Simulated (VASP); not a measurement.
Write the native input for VASP 6.6.1 that does the following.

- Task: single point
- Functional: PBEsol
- Potentials or basis: VASP PAW PBE potentials, release 64 (Be, S)
- Cutoff: 520 eV
- k mesh: 10 × 10 × 10
- Occupations: gaussian, width 0.05 eV
- Spin: no spin polarisation
- Dipole correction: no
- Further INCAR settings: ALGO = Normal; EDIFF = 1e-06; NBANDS = 11

The structure of BeS lies in POSCAR:

```
BeS
1.0
    0.0000000000      2.4835259949      2.3293246997
    2.3293246997      0.0000000000      2.3293246997
    2.3293246997      2.4835259949      0.0000000000
Be S
1 1
Direct
    0.0000000000      0.0000000000      0.0000000000
    0.7500000000      0.7500000000      0.7500000000
```

This cell differs from its parent crystal: volume 13.475 Å^3 an atom, c/a of the conventional cell 1.0662.

The input as run:

INCAR

```
PREC     = Accurate       # precision mode
ENCUT    = 520            # plane-wave cutoff, eV
EDIFF    = 1E-6           # SCF threshold, eV
ISMEAR   = 0              # smearing method
SIGMA    = 0.05           # smearing width, eV
LREAL    = False          # projectors in reciprocal space
LASPH    = True           # aspherical terms in the spheres
NELM     = 60             # most SCF steps
ALGO     = Normal         # electronic algorithm
ISIF     = 2              # what is computed and relaxed
LWAVE    = False          # write WAVECAR
LCHARG   = False          # write CHGCAR
GGA      = PS             # functional
NBANDS   = 11             # bands
```

KPOINTS

```
regular mesh
0
Gamma
  10 10 10
```

Potentials or basis: VASP PAW PBE potentials, release 64 (Be, S).

The run is started by

```console
$ cat potpaw_PBE.64/Be/POTCAR potpaw_PBE.64/S/POTCAR > POTCAR
$ mpirun -np 1 vasp_std > vasp.out
```

It gave:

| Quantity | Value |
| --- | --- |
| Pressure | 5.4 GPa |
| Band gap on the k mesh | 2.49 eV, indirect (least direct gap 5.45 eV) |

Caveat: the PAW data sets were made with another functional, which shifts forces and pressure a little.

Wall time 19 s on 1 thread of Intel Xeon 6975P-C, on a shared host, peak memory 0.16 GiB.
